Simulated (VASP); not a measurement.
**Br: single point with PBE**

Br:

```xyz
1
Lattice="-1.3086 1.7011 4.4383 1.3086 -1.7011 4.4383 1.3086 1.7011 -4.4383" Properties=species:S:1:pos:R:3 pbc="T T T"
Br    0.0000    0.0000    0.0000
```

```json
{
 "Program": "VASP 6.6.1",
 "Task": "single point",
 "Functional": "PBE",
 "Potentials or basis": "VASP PAW PBE potentials, release 64 (Br)",
 "Cutoff": "520 eV",
 "k mesh": "20 × 20 × 20",
 "Occupations": "gaussian, width 0.1 eV",
 "Spin": "no spin polarisation",
 "Dipole correction": "no",
 "Further INCAR settings": "ALGO = Normal; EDIFF = 1e-06; NBANDS = 10"
}
```

The pressure is 0.0 GPa and the band gap on the k mesh is zero (an odd number of electrons rules out a gap without spin polarisation).

Levels at points of the mesh, in eV from the Fermi level:
```
           k point  band 1  band 2  band 3  band 4  band 5  band 6  band 7
(0.00, 0.00, 0.00)  -15.42   -2.35   -0.92    3.67    5.16    8.65   12.57
(0.50, 0.00, 0.00)  -14.99   -3.89   -2.09    3.89    6.80   10.64   11.40
(0.00, 0.50, 0.00)  -12.80   -5.66   -0.38    0.93    7.79   11.77   11.83
(0.50, 0.50, 0.00)  -12.41   -5.23   -1.50    0.04    6.83    9.23   12.15
(0.50, 0.50, 0.50)  -15.38   -2.99   -0.96    3.65    7.70    8.86   12.19
```

Run time: 14 min on 1 thread of AMD EPYC 7R43 64-Core Processor (Zen 3) (shared host), peak memory 0.54 GiB.

Caveat: an odd number of electrons without spin polarisation forces a metal; a magnetic or distorted state may lie lower.
